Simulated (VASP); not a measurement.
Ga4Sb4H11, 38 atoms in the cell. The cell holds a wire or tube with vacuum around it, 38 atoms: a = 17.100 Å, b = 16.400 Å, c = 10.585 Å, α = 90.00°, β = 90.00°, γ = 90.00°. 

```yaml
Program: VASP 6.6.1
Task: single point
Functional: PBEsol
Potentials_or_basis: VASP PAW PBE potentials, release 64 (Ga_d, Sb, H)
Cutoff: 520 eV
k_mesh: 1 × 1 × 5
Occupations: gaussian, width 0.05 eV
Spin: no spin polarisation
Dipole_correction: no
Further_INCAR_settings: LREAL = Auto; ALGO = Normal; EDIFF = 1e-06; NBANDS = 108
```

Potentials or basis: VASP PAW PBE potentials, release 64 (Ga_d, Sb, H).

Launch:

```console
$ cat potpaw_PBE.64/Ga_d/POTCAR potpaw_PBE.64/Sb/POTCAR potpaw_PBE.64/H/POTCAR > POTCAR
$ mpirun -np 1 vasp_std > vasp.out
```

Hardware: 1 thread of Oxide Virtual Turin-like Processor (shared host).

Task: Estimate the wall time of this run.

Result: Wall time 82 min on 1 thread of Oxide Virtual Turin-like Processor, with other jobs on the host, peak memory 2.4 GiB. Counts: scf iterations 27, k points 3.
